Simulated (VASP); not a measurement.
# MoSe (Pm-3m) in VASP: a series of runs

MoSe is run at these levels: PBE, PBE0; tasks: single point.

Program: VASP 6.6.1. These are calculated values, not measurements. Logs are shortened: lines on timing, memory, paths and dates and some standing lists are left out, and cuts for length are marked.

**1. The cell of the first run**

Symmetry: Pm-3m, No. 221, cubic system. The conventional cell has a = 3.500 Å, b = 3.500 Å, c = 3.500 Å, α = 90.00°, β = 90.00°, γ = 90.00°. Mo (site symmetry m-3m) has 8 Se at 3.03 Å and 6 Mo at 3.50 Å within 4.0 Å. Within 4.0 Å of Se (site symmetry m-3m) lie 8 Mo at 3.03 Å and 6 Se at 3.50 Å.

**2. Single point, PBE**

Contents of INCAR:

```
SYSTEM = MoSe
ALGO = Normal
EDIFF = 1E-7
ENCUT = 520
GGA = PE
ISIF = 2
ISMEAR = -1
LASPH = .TRUE.
LCHARG = .FALSE.
LREAL = .FALSE.
LWAVE = .FALSE.
NBANDS = 17
NELM = 100
PREC = Accurate
SIGMA = 0.05
```

Contents of KPOINTS:

```
k-points
0
G
  8 8 8
  0 0 0
```

Contents of POSCAR:

```
MoSe
1.0
    3.5002295900      0.0000000000      0.0000000000
    0.0000000000      3.5002295900      0.0000000000
    0.0000000000      0.0000000000      3.5002295900
Mo Se
1 1
Direct
    0.0000000000      0.0000000000      0.0000000000
    0.5000000000      0.5000000000      0.5000000000
```

Potentials or basis: VASP PAW PBE potentials, release 64 (Mo_sv, Se).

The run is started by

```
> cat potpaw_PBE.64/Mo_sv/POTCAR potpaw_PBE.64/Se/POTCAR > POTCAR
> mpirun -np 1 vasp_std > vasp.out
```

OUTCAR:

```text
SYSTEM = MoSe
   EDIFF = 1E-7
   ENCUT = 520
   GGA = PE
   ISIF = 2
   ISMEAR = -1
   LASPH = .TRUE.
   LREAL = .FALSE.
   NELM = 100
   PREC = Accurate

 ion  position               nearest neighbor table
   1  0.000  0.000  0.000-   2 3.03   2 3.03   2 3.03   2 3.03   2 3.03   2 3.03   2 3.03   2 3.03

   2  0.500  0.500  0.500-   1 3.03   1 3.03   1 3.03   1 3.03   1 3.03   1 3.03   1 3.03   1 3.03

  LATTYP: Found a simple cubic cell.
 ALAT       =     3.5002295900

  Lattice vectors:

 A1 = (   3.5002295900,   0.0000000000,   0.0000000000)
 A2 = (   0.0000000000,   3.5002295900,   0.0000000000)
 A3 = (   0.0000000000,   0.0000000000,   3.5002295900)

Analysis of symmetry for initial positions (statically):
=====================================================================
 Subroutine PRICEL returns:
 Original cell was already a primitive cell.

 Routine SETGRP: Setting up the symmetry group for a
 simple cubic supercell.

 Subroutine GETGRP returns: Found 48 space group operations
 (whereof 48 operations were pure point group operations)
 out of a pool of 48 trial point group operations.

The static configuration has the point symmetry O_h .

Analysis of symmetry for dynamics (positions and initial velocities):
=====================================================================
 Subroutine PRICEL returns:
 Original cell was already a primitive cell.

 Routine SETGRP: Setting up the symmetry group for a
 simple cubic supercell.

 Subroutine GETGRP returns: Found 48 space group operations
 (whereof 48 operations were pure point group operations)
 out of a pool of 48 trial point group operations.

The dynamic configuration has the point symmetry O_h .

 Subroutine INISYM returns: Found 48 space group operations
 (whereof 48 operations are pure point group operations),
 and found     1 'primitive' translations

----------------------------------------------------------------------------------------

                                     Primitive cell

  volume of cell :      42.8834

  direct lattice vectors                    reciprocal lattice vectors
     3.500229590  0.000000000  0.000000000     0.285695545  0.000000000  0.000000000
     0.000000000  3.500229590  0.000000000     0.000000000  0.285695545  0.000000000
     0.000000000  0.000000000  3.500229590     0.000000000  0.000000000  0.285695545

  length of vectors
     3.500229590  3.500229590  3.500229590     0.285695545  0.285695545  0.285695545

  position of ions in fractional coordinates (direct lattice)
     0.000000000  0.000000000  0.000000000
     0.500000000  0.500000000  0.500000000

  ion indices of the primitive-cell ions
   primitive index   ion index
                 1           1
                 2           2

----------------------------------------------------------------------------------------

 KPOINTS: k-points

Automatic generation of k-mesh.
 Grid dimensions read from file:
 generate k-points for:    8    8    8

 Generating k-lattice:

  Cartesian coordinates                     Fractional coordinates (reciprocal lattice)
     0.035711943  0.000000000  0.000000000     0.125000000  0.000000000  0.000000000
     0.000000000  0.035711943  0.000000000     0.000000000  0.125000000  0.000000000
     0.000000000  0.000000000  0.035711943     0.000000000  0.000000000  0.125000000

  Length of vectors
     0.035711943  0.035711943  0.035711943

  Shift w.r.t. Gamma in fractional coordinates (k-lattice)
     0.000000000  0.000000000  0.000000000

 Subroutine IBZKPT returns following result:
 ===========================================

 Found     35 irreducible k-points:

 Following reciprocal coordinates:
            Coordinates               Weight
  0.000000  0.000000  0.000000      1.000000
  0.125000  0.000000  0.000000      6.000000
  0.250000  0.000000  0.000000      6.000000
  0.375000  0.000000  0.000000      6.000000
  0.500000  0.000000  0.000000      3.000000
  0.125000  0.125000  0.000000     12.000000
[... 16 lines left out ...]
  0.375000  0.375000  0.125000     24.000000
  0.500000  0.375000  0.125000     24.000000
 [... further k-points ...]
   k-points           NKPTS =     35   k-points in BZ     NKDIM =     35   number of bands    NBANDS=     17
   number of dos      NEDOS =    301   number of ions     NIONS =      2
   total plane-waves  NPLWV =  21952
   dimension x,y,z NGX =    28 NGY =   28 NGZ =   28
   dimension x,y,z NGXF=    56 NGYF=   56 NGZF=   56
   ions per type =               1   1
   NGX,Y,Z   is equivalent  to a cutoff of  13.30, 13.30, 13.30 a.u.
   NGXF,Y,Z  is equivalent  to a cutoff of  26.60, 26.60, 26.60 a.u.
 SYSTEM =  MoSe
   PREC   = accura    normal or accurate (medium, high low for compatibility)
   ISTART =      0    job   : 0-new  1-cont  2-samecut
   ICHARG =      2    charge: 1-file 2-atom 10-const
   ISPIN  =      1    spin polarized calculation?
   LNONCOLLINEAR =      F non collinear calculations
   LSORBIT =      F    spin-orbit coupling
   LASPH  =      T    aspherical Exc in radial PAW
   ENCUT  =  520.0 eV  38.22 Ry    6.18 a.u.   6.51  6.51  6.51*2*pi/ulx,y,z
   NELM   =    100;   NELMIN=  2; NELMDL= -5     # of ELM steps
   EDIFF  = 0.1E-06   stopping-criterion for ELM
   LREAL  =      F    real-space projection
   EDIFFG = 0.1E-05   stopping-criterion for IOM
   NSW    =      0    number of steps for IOM
   IBRION =     -1    ionic relax: 0-MD 1-quasi-New 2-CG
   NFREE  =      0    steps in history (QN), initial steepest desc. (CG)
   ISIF   =      2    stress and relaxation
   ISYM   =      2    0-nonsym 1-usesym 2-fastsym
   POTIM  = 0.5000    time-step for ionic-motion
   TEBEG  =    0.0;   TEEND  =   0.0 temperature during run
   PSTRESS=    0.0 pullay stress
   NELECT =      20.0000    total number of electrons
   NUPDOWN=      -1.0000    fix difference up-down
   EMIN   =  10.00;   EMAX   =-10.00  energy-range for DOS
   EFERMI =   0.00;   METHOD = LEGACY
   ISMEAR =    -1;   SIGMA  =   0.05  broadening in eV -4-tet -1-fermi 0-gaus
   EFERMI_NEDOS =   21; number of points for ismear=-14 and -15
   IALGO  =     38    algorithm
   IMIX   =      4    mixing-type and parameters
     AMIX     =   0.40;   BMIX     =  1.00
     AMIX_MAG =   1.60;   BMIX_MAG =  1.00
  volume/ion in A,a.u.               =      21.44       144.70
  Fermi-wavevector in a.u.,A,eV,Ry     =   1.269565  2.399130 21.929809  1.611795
  Thomas-Fermi vector in A             =   2.402599
   LORBIT       =      0    0 simple, 1 ext, 2 COOP (PROOUT), +10 PAW based schemes
   GGA     = PE    functional components
   LHFCALC =     F    Hartree Fock is set to
   AEXX    =    0.0000 exact exchange contribution
   IVDW    =     0    specifies the selected vdW correction
   LEPSILON=     F    determine dielectric tensor
   LRPA    =     F    only Hartree local field effects (RPA)
 non-spin polarized calculation
  energy-cutoff  :      520.00
  volume of cell :       42.88
 maximum number of plane-waves:      1189
 NGX is ok and might be reduce to    28
   NGX = 13   NGY = 13   NGZ = 13

 number of electron      20.0000002 magnetization

 Free energy of the ion-electron system (eV)
  ---------------------------------------------------
  ext. energy  EPLUGINS =         0.00000000
  ---------------------------------------------------
  free energy    TOTEN  =       -12.92009761 eV

  energy without entropy =      -12.89136866  energy(sigma->0) =      -12.90573313

 E-fermi :   6.9569     XC(G=0): -10.9868

 val. band max:        6.9323704822   @ k =   0.5000   0.2500   0.0000
 cond. band min:       6.9601370965   @ k =   0.3750   0.1250   0.1250
 fundamental gap:      0.0277666143
 Fermi energy:         6.9568744050

 k-point     1 :       0.0000    0.0000    0.0000
  band No.  band energies     occupation
      1     -54.3381      2.00000
      2     -28.3395      2.00000
      3     -28.3395      2.00000
      4     -28.3395      2.00000
      5      -7.4430      2.00000
      6       4.8394      2.00000
[... 9 lines left out ...]
     16      15.2983      0.00000
     17      20.7241      0.00000

 k-point     2 :       0.1250    0.0000    0.0000
  band No.  band energies     occupation
      1     -54.3374      2.00000
      2     -28.3514      2.00000
      3     -28.3385      2.00000
      4     -28.3385      2.00000
      5      -7.3340      2.00000
      6       3.7197      2.00000
[... 9 lines left out ...]
     16      15.6828      0.00000
     17      19.0917      0.00000

 k-point     3 :       0.2500    0.0000    0.0000
  band No.  band energies     occupation
      1     -54.3358      2.00000
      2     -28.3801      2.00000
      3     -28.3359      2.00000
      4     -28.3359      2.00000
      5      -7.0475      2.00000
      6       2.1213      2.00000
[... 9 lines left out ...]
     16      16.0347      0.00000
     17      17.0445      0.00000

 k-point     4 :       0.3750    0.0000    0.0000
  band No.  band energies     occupation
      1     -54.3342      2.00000
      2     -28.4087      2.00000
      3     -28.3334      2.00000
      4     -28.3334      2.00000
      5      -6.7169      2.00000
      6       0.9153      2.00000
[... 9 lines left out ...]
     16      14.7126      0.00000
     17      15.5091      0.00000

 k-point     5 :       0.5000    0.0000    0.0000
  band No.  band energies     occupation
      1     -54.3335      2.00000
      2     -28.4205      2.00000
      3     -28.3324      2.00000
      4     -28.3324      2.00000
      5      -6.5623      2.00000
      6       0.4595      2.00000
[... 9 lines left out ...]
     16      13.8636      0.00000
     17      14.8967      0.00000

 k-point     6 :       0.1250    0.1250    0.0000
  band No.  band energies     occupation
      1     -54.3367      2.00000
      2     -28.3508      2.00000
      3     -28.3499      2.00000
      4     -28.3374      2.00000
      5      -7.2308      2.00000
      6       3.6097      2.00000
[... 9 lines left out ...]
     16      15.7107      0.00000
     17      17.3659      0.00000

 k-point     7 :       0.2500    0.1250    0.0000
  band No.  band energies     occupation
      1     -54.3351      2.00000
      2     -28.3789      2.00000
      3     -28.3476      2.00000
      4     -28.3349      2.00000
      5      -6.9603      2.00000
      6       2.2162      2.00000
[... 9 lines left out ...]
     16      15.2384      0.00000
     17      16.6998      0.00000

 k-point     8 :       0.3750    0.1250    0.0000
  band No.  band energies     occupation
      1     -54.3335      2.00000
      2     -28.4073      2.00000
      3     -28.3449      2.00000
      4     -28.3325      2.00000
      5      -6.6509      2.00000
      6       1.0792      2.00000
[... 9 lines left out ...]
     16      14.0033      0.00000
     17      15.8410      0.00000
[... 203 lines left out ...]
      1     -54.3322      2.00000
      2     -28.4175      2.00000
      3     -28.3432      2.00000
      4     -28.3425      2.00000
      5      -6.4482      2.00000
      6       0.8190      2.00000
[... 9 lines left out ...]
     16      14.3389      0.00000
     17      14.4502      0.00000

 k-point    20 :       0.2500    0.2500    0.1250
  band No.  band energies     occupation
      1     -54.3329      2.00000
      2     -28.3754      2.00000
      3     -28.3737      2.00000
      4     -28.3440      2.00000
      5      -6.6547      2.00000
      6       2.3973      2.00000
[... 9 lines left out ...]
     16      15.8405      0.00000
     17      16.3585      0.00000

 k-point    21 :       0.3750    0.2500    0.1250
  band No.  band energies     occupation
      1     -54.3313      2.00000
      2     -28.4024      2.00000
      3     -28.3715      2.00000
      4     -28.3415      2.00000
      5      -6.4086      2.00000
      6       1.6390      2.00000
[... 9 lines left out ...]
     16      15.1507      0.00000
     17      16.0274      0.00000

 k-point    22 :       0.5000    0.2500    0.1250
  band No.  band energies     occupation
      1     -54.3307      2.00000
      2     -28.4139      2.00000
      3     -28.3703      2.00000
      4     -28.3404      2.00000
      5      -6.2970      2.00000
      6       1.2827      2.00000
[... 9 lines left out ...]
     16      14.5701      0.00000
     17      15.9950      0.00000

 k-point    23 :       0.3750    0.3750    0.1250
  band No.  band energies     occupation
      1     -54.3297      2.00000
      2     -28.3994      2.00000
      3     -28.3986      2.00000
      4     -28.3390      2.00000
      5      -6.2178      2.00000
      6       1.9991      2.00000
[... 9 lines left out ...]
     16      15.1881      0.00000
     17      16.8076      0.00000

 k-point    24 :       0.5000    0.3750    0.1250
  band No.  band energies     occupation
      1     -54.3291      2.00000
      2     -28.4103      2.00000
      3     -28.3976      2.00000
      4     -28.3380      2.00000
      5      -6.1329      2.00000
      6       1.8611      2.00000
[... 9 lines left out ...]
     16      14.7314      0.00000
     17      17.1725      0.00000

 [... further k-points ...]

------------------------ aborting loop because EDIFF is reached ----------------------------------------

  FORCE on cell =-STRESS in cart. coord.  units (eV):
  Direction    XX          YY          ZZ          XY          YZ          ZX
  --------------------------------------------------------------------------------------
  -------------------------------------------------------------------------------------
  Total       -6.9621115     -6.9621115     -6.9621115      0.0000000      0.0000000     -0.0000000
  in kB     -260.1129404   -260.1129404   -260.1129404      0.0000000      0.0000000     -0.0000000
  external PRESSURE =    -260.1129404 kB  Pullay stress =       0.0000000 kB

 VOLUME and BASIS-vectors are now :
 -----------------------------------------------------------------------------
  energy-cutoff  :      520.00
  volume of cell :       42.88
      direct lattice vectors                 reciprocal lattice vectors
     3.500229590  0.000000000  0.000000000     0.285695545  0.000000000  0.000000000
     0.000000000  3.500229590  0.000000000     0.000000000  0.285695545  0.000000000
     0.000000000  0.000000000  3.500229590     0.000000000  0.000000000  0.285695545

 POSITION                                       TOTAL-FORCE (eV/Angst)
 -----------------------------------------------------------------------------------
      0.00000      0.00000      0.00000         0.000000      0.000000      0.000000
      1.75011      1.75011      1.75011         0.000000      0.000000      0.000000
 -----------------------------------------------------------------------------------
    total drift:                               -0.000000      0.000000     -0.000000

  FREE ENERGIE OF THE ION-ELECTRON SYSTEM (eV)
  ---------------------------------------------------
  free  energy   TOTEN  =       -12.9200976096 eV

  energy  without entropy=      -12.8913686601  energy(sigma->0) =      -12.90573313
```

It took 13 s on 1 thread of Intel Xeon Platinum 8488C (Sapphire Rapids), shared host; peak memory 0.17 GiB.

Results:

```
Free energy            : -12.9201 eV
Pressure               : -26.0 GPa
Band gap on the k mesh : zero (band 10 reaches 8.31 eV, above the bottom of band 11 at 6.46 eV)
```

Levels at points of the mesh, in eV from the Fermi level:
```
           k point  band 8  band 9  band 10  band 11  band 12  band 13
(0.00, 0.00, 0.00)   -1.63   -1.63    -1.63     0.40     0.40     0.40
(0.50, 0.00, 0.00)   -2.66   -1.60     0.56     1.10     2.45     2.45
(0.50, 0.50, 0.00)   -2.04   -0.57    -0.50    -0.50    -0.27     1.30
(0.50, 0.50, 0.50)   -5.30    1.36     1.36     2.72     2.72     2.72
```

(Part 1 of 2 ends here.)
